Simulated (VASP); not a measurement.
Na2H3:

```
Na H
1.0
     4.23253    0.00000    0.00000
     0.00000    4.23253    0.00000
     0.00000    0.00000    8.46505
Na H
2 3
Direct
  0.00000 0.00000 0.75000
  0.00000 0.00000 0.25000
  0.50000 0.00000 0.75000
  0.00000 0.50000 0.25000
  0.00000 0.00000 0.00000
```

```yaml
Program: VASP 6.6.1
Task: relaxation of cell and atoms
Functional: PBE
Potentials_or_basis: VASP PAW PBE potentials, release 64 (Na_pv, H)
Cutoff: 600 eV
k_mesh: 10 × 10 × 6
Occupations: gaussian, width 0.1 eV
Spin: no spin polarisation
```

At the start: pressure -0.2 GPa; volume 30.33 Å³/atom.

Q: How do energy, volume and symmetry change on relaxing?

A: Over 38 steps the energy falls by 200.4 meV/atom and the volume is 17.74 Å³/atom (-41.5 %); space group P4/mmm (No. 123, to 0.05 Å).

The path:
| step | energy change (eV) | largest force (eV/Å) | pressure (GPa) | volume (Å³) |
| --- | --- | --- | --- | --- |
| 1 | 0.0000 | 0.2088 | -0.22 | 151.65 |
| 2 | -0.0084 | 0.1854 | -0.15 | 150.73 |
| 3 | -0.0261 | 0.1712 | 0.06 | 147.99 |
| 4 | -0.0253 | 0.1983 | 0.55 | 142.61 |
| 5 | -0.0320 | 0.1606 | 0.29 | 145.42 |
| 6 | -0.0429 | 0.1546 | 0.26 | 146.09 |
| 7 | -0.0724 | 0.1342 | 0.19 | 148.07 |
| 8 | -0.1149 | 0.0749 | -0.05 | 151.89 |
| 9 | -0.0799 | 0.1672 | -0.78 | 158.99 |
| 10 | -0.1256 | 0.0529 | -0.23 | 153.81 |
| 11 | -0.1261 | 0.0567 | -0.28 | 154.32 |
| 12 | -0.1392 | 0.0140 | -0.18 | 148.81 |
| 13 | -0.1430 | 0.0234 | -0.10 | 144.55 |
| 14 | -0.1430 | 0.0277 | -0.09 | 143.99 |
| 15 | -0.1450 | 0.0332 | 0.05 | 140.64 |
| 16 | -0.1450 | 0.0328 | 0.05 | 140.78 |
| 17 | -0.1462 | 0.0375 | 0.02 | 140.69 |
| 18 | -0.1480 | 0.0851 | -0.08 | 140.44 |
| 19 | -0.1485 | 0.0836 | -0.08 | 140.24 |
| 20 | -0.1502 | 0.0806 | -0.10 | 139.67 |
| 21 | -0.1538 | 0.0784 | -0.14 | 138.53 |
| 22 | -0.1620 | 0.0710 | -0.21 | 136.24 |
| 23 | -0.1849 | 0.0625 | -0.35 | 131.69 |
| 24 | -0.2899 | 0.1022 | -0.60 | 122.64 |
| 25 | -0.6625 | 0.6272 | -0.12 | 104.83 |
| 26 | -0.6531 | 0.4310 | -0.37 | 107.08 |
| 27 | -0.6633 | 0.5569 | -0.20 | 105.53 |
| 28 | -0.7754 | 0.3752 | -0.53 | 104.43 |
| 29 | -0.8501 | 0.2955 | -0.88 | 102.70 |
| 30 | -0.8519 | 0.2810 | -0.93 | 102.41 |
| 31 | -0.9284 | 0.2676 | -0.52 | 95.54 |
| 32 | -0.9816 | 0.2539 | 0.51 | 85.72 |
| 33 | -0.9917 | 0.0689 | 0.01 | 86.53 |
| 34 | -0.9975 | 0.0405 | 0.17 | 86.22 |
| 35 | -1.0008 | 0.0069 | 0.15 | 87.23 |
| 36 | -1.0014 | 0.0142 | 0.15 | 87.84 |
| 37 | -1.0017 | 0.0044 | -0.06 | 89.10 |
| 38 | -1.0018 | 0.0080 | 0.02 | 88.68 |

Final structure:
```
Na H
1.0
     3.53674    0.00000    0.00000
     0.00000    3.53674    0.00000
     0.00000    0.00000    7.08950
Na H
2 3
Direct
  0.00000 0.00000 0.71344
  0.00000 0.00000 0.28656
  0.50000 0.00000 0.49970
  0.00000 0.50000 0.50030
  0.00000 0.00000 0.00000
```

Caveat: the volume moved by over 15 % at a fixed basis, so the end points are rough.
